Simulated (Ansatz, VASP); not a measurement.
**MnO: VASP beside Ansatz**

The input INCAR:

```
SYSTEM = MnO
PREC = Accurate ; ENCUT = 600
EDIFF = 1E-6 ; ISMEAR = 0
SIGMA = 0.05 ; LREAL = .False.
LASPH = .True. ; NELM = 200
ALGO = Normal ; ISIF = 2
LWAVE = .False. ; LCHARG = .True.
ISPIN = 2 ; MAGMOM = 4.76 0.18
LORBIT = 11 ; LMAXMIX = 4
LDAU = .True. ; LDAUTYPE = 2
LDAUL = 2 -1 ; LDAUU = 3.9 0
LDAUJ = 0 0 ; LDAUPRINT = 1
GGA = PE ; LELF = .True.
LVHAR = .True. ; NBANDS = 22
GGA_COMPAT = .False.
```

The input KPOINTS:

```
regular mesh
0
Gamma
  12 12 12
  0 0 0
```

File POSCAR:

```
MnO
1.0
    0.0000000000      2.2664522272      2.2664522272
    2.2664522272      0.0000000000      2.2664522272
    2.2664522272      2.2664522272      0.0000000000
Mn O
1 1
Direct
    0.0000000000      0.0000000000      0.0000000000
    0.5000000000      0.5000000000      0.5000000000
```

Input for Ansatz:

```yaml
crystal:
  lattice:
    - [0.0, 2.2664522272, 2.2664522272]
    - [2.2664522272, 0.0, 2.2664522272]
    - [2.2664522272, 2.2664522272, 0.0]
  atoms:
    - { symbol: Mn, position: [0.0, 0.0, 0.0], spin: 4.76 }
    - { symbol: O, position: [0.5, 0.5, 0.5] }
basis:
  ecutwfc: 420
  ecutrho_ratio: 4
kpoints:
  mp_grid: { grid: [12, 12, 12] }
hamiltonian:
  xc: pbe
  hubbard:
    sites:
      - { species: Mn, l: d, u_eff: 3.9, starting_ns: start.occupation_matrices }
    ns_hold: { iters: 6 }
scf:
  occupations: { method: gaussian, width: 0.05 }
  lower_state_search: "off"
output:
  forces: true
  stress: true
  eigenvalues: true
  populations: true
  hubbard: { sites: [{ species: Mn, l: d }] }
magnetization:
  spin_polarized: true
```

Alike in both runs: task single point; functional PBE; k mesh 12 × 12 × 12; occupations gaussian, width 0.05 eV; collinear spin; Hubbard terms Mn d U = 3.9 eV.

|  | VASP | Ansatz |
| --- | --- | --- |
| version | VASP 6.6.1 | Ansatz 0.2.0 |
| potentials or method | VASP PAW PBE potentials, release 64 (Mn_sv, O), cutoff 600 eV | scalar-relativistic, plane waves, PAW |
| valence electrons in the cell | 21 | 21 |

|  | VASP | Ansatz | Ansatz less VASP |
| --- | --- | --- | --- |
| pressure (GPa) | -3.9 | 0.0 | +3.87 |
| net moment per atom (μB) | 2.50 | 2.50 | 0.000 |
| size of the moment on the site where the two differ most (μB) | 4.50 | 4.32 | -0.178 |

Site moments also hang on the region over which each program counts them. The programs project onto different local orbitals, so the same U acts differently, and such runs can settle in different states. Ansatz's warnings: filled band counts differ across k points, stability check not made.
